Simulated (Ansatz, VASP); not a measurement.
# NbH2 in VASP and in Ansatz

File INCAR:

```
SYSTEM = NbH2
ALGO = Normal
EDIFF = 1E-6
ENCUT = 500
GGA_COMPAT = .FALSE.
ISIF = 2
ISMEAR = -1
LASPH = .TRUE.
LCHARG = .FALSE.
LREAL = .FALSE.
LWAVE = .FALSE.
NBANDS = 14
NELM = 120
PREC = Accurate
SIGMA = 0.03
```

KPOINTS

```
k-points
0
G
  15 15 15
  0 0 0
```

POSCAR

```
NbH2
1.0
    0.0000000000      2.2358700000      2.2815000000
    2.2358700000      0.0000000000      2.2815000000
    2.2358700000      2.2358700000      0.0000000000
Nb H
1 2
Direct
    0.0000000000      0.0000000000      0.0000000000
    0.2500000000      0.2500000000      0.2500000000
    0.7500000000      0.7500000000      0.7500000000
```

Input for Ansatz:

```yaml
crystal:
  lattice:
    - [0.0, 2.23587, 2.2815]
    - [2.23587, 0.0, 2.2815]
    - [2.23587, 2.23587, 0.0]
  atoms:
    - { symbol: Nb, position: [0.0, 0.0, 0.0] }
    - { symbol: H, position: [0.25, 0.25, 0.25] }
    - { symbol: H, position: [0.75, 0.75, 0.75] }
kpoints:
  mp_grid: { grid: [15, 15, 15] }
  band_path:
    path:
      - [0.0, 0.0, 0.0]
      - [0.0, 0.5, 0.5]
      - [0.25, 0.75, 0.5]
      - [0.0, 0.5, 0.0]
      - [0.0, 0.0, 0.0]
      - [0.5, 0.5, 0.0]
      - [0.37005, 0.62995, 0.0]
      - [-0.37005, 0.37005, 0.0]
      - [0.0, 0.0, 0.0]
    npoints: 5
scf:
  occupations: { method: fermi_dirac, width: 0.03 }
hamiltonian:
  xc: lda
  pseudopotentials: { kind: all_electron, lapw: { basis_error: 0.001 } }
output:
  forces: true
  stress: true
  eigenvalues: true
```

Change from the starting cell: equal xx and yy strain of -2 %.

Alike in both runs: task single point; functional LDA; k mesh 15 × 15 × 15; occupations fermi-dirac, width 0.03 eV; no spin polarisation.

|  | VASP | Ansatz |
| --- | --- | --- |
| version | VASP 6.6.1 | Ansatz 0.2.0 |
| potentials or method | VASP PAW LDA potentials, release 64 (Nb_sv, H), cutoff 500 eV | all-electron LAPW, scalar-relativistic |

```tsv
	VASP	Ansatz	Ansatz less VASP
pressure (GPa)	-1.1	-0.9	+0.24
traceless stress, the component that is largest in VASP (GPa)	-1.93	-1.93	0.000
```

LDA's correlation is that of Perdew and Zunger in VASP and of Perdew and Wang (1992) in Ansatz. Ansatz ran all-electron here, and VASP with PAW potentials.
